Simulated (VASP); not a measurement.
A run of VASP 6.6.1 is set up as follows.

Contents of INCAR:

```
SYSTEM = ZnF2
PREC     = Accurate       ! precision mode
ENCUT    = 600            ! plane-wave cutoff, eV
EDIFF    = 1E-6           ! SCF threshold, eV
ISMEAR   = 0              ! smearing method
SIGMA    = 0.02           ! smearing width, eV
LREAL    = .FALSE.        ! projectors in reciprocal space
LASPH    = .TRUE.         ! aspherical terms in the spheres
NELM     = 120            ! most SCF steps
ALGO     = Normal         ! electronic algorithm
ISIF     = 2              ! what is computed and relaxed
LWAVE    = .FALSE.        ! write WAVECAR
LCHARG   = .FALSE.        ! write CHGCAR
GGA      = PE             ! functional
NBANDS   = 35             ! bands
GGA_COMPAT= .FALSE.
```

Contents of KPOINTS:

```
Automatic mesh
0
G
  6 6 8
  0 0 0
```

POSCAR

```
ZnF2
1.0
    4.8000348590      0.0000000000      0.0000000000
    0.0000000000      4.8000348590      0.0000000000
    0.0000000000      0.0000000000      3.1754915767
Zn F
2 4
Direct
    0.0000000000      0.0000000000      0.0000000000
    0.5000000000      0.5000000000      0.5000000000
    0.3043835373      0.3043835373      0.0000000000
    0.1956164627      0.8043835373      0.5000000000
    0.6956164627      0.6956164627      0.0000000000
    0.8043835373      0.1956164627      0.5000000000
```

Potentials or basis: VASP PAW PBE potentials, release 64 (Zn, F).

Command:

```console
$ cat potpaw_PBE.64/Zn/POTCAR potpaw_PBE.64/F/POTCAR > POTCAR
$ mpirun -np 1 vasp_std > vasp.out
```

(1) What does it give for the pressure?

(2) What does it give for the band gap on the k mesh?

Results:

(1) 0.3 GPa.

(2) 3.46 eV.
